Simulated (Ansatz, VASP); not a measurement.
# H3C4S4N in VASP and in Ansatz

```
C N H S
1.0
     9.18506    0.00000    0.00000
     0.00000    9.18506    0.00000
     0.00000    0.00000    9.18506
C N H S
12 3 9 12
Direct
  0.06943 0.51347 0.81982
  0.10835 0.36521 0.85516
  0.42094 0.04260 0.68200
  0.36590 0.90046 0.72007
  0.75041 0.23147 0.90387
  0.64251 0.20187 0.01469
  0.83290 0.71945 0.19708
  0.38476 0.51785 0.35098
  0.19132 0.86011 0.27417
  0.85804 0.83440 0.73466
  0.49284 0.50780 0.84612
  0.86642 0.21300 0.36174
  0.13728 0.24630 0.88358
  0.31890 0.78834 0.75168
  0.55739 0.17665 0.10360
  0.01706 0.56473 0.91331
  0.16587 0.57684 0.79152
  0.99428 0.51482 0.72789
  0.39702 0.11970 0.76917
  0.53805 0.03722 0.66415
  0.36880 0.08015 0.58223
  0.73550 0.34071 0.85939
  0.85926 0.22288 0.95035
  0.74237 0.15232 0.81539
  0.74996 0.86471 0.17242
  0.91374 0.57320 0.22492
  0.25713 0.40853 0.33627
  0.51334 0.62650 0.36313
  0.12804 0.86037 0.43121
  0.25464 0.86023 0.11757
  0.97957 0.92117 0.81316
  0.73705 0.74696 0.65446
  0.53265 0.59184 0.98643
  0.45290 0.42613 0.70341
  0.97446 0.18365 0.23527
  0.75878 0.24463 0.48842
```

Alike in both runs: functional r2SCAN; dispersion D3(BJ); k mesh 1 × 1 × 1; occupations fermi-dirac, width 0.02 eV; no spin polarisation.

Ansatz relaxed the structure, and its values are those at the end. VASP's run is a single point on that final structure, the one shown.

|  | VASP | Ansatz |
| --- | --- | --- |
| version | VASP 6.6.1 | Ansatz 0.2.0 |
| potentials or method | VASP PAW PBE potentials, release 64 (C, N, H, S), cutoff 520 eV | scalar-relativistic, plane waves, PAW |
| valence electrons in the cell | 144 | 144 |

VASP gave:

- rms of the force components (eV/Å): 0.174

Estimate Ansatz's values.

rms of the force components (eV/Å): 0.031.

VASP's potentials were made for PBE, not for r2SCAN. One of these differences is far larger than is usual between the two programs; its cause wasn't traced. Ansatz's warnings: dispersion damping borrowed.

Noted on VASP's run: the standard files for N, O and F lose accuracy on very short bonds.
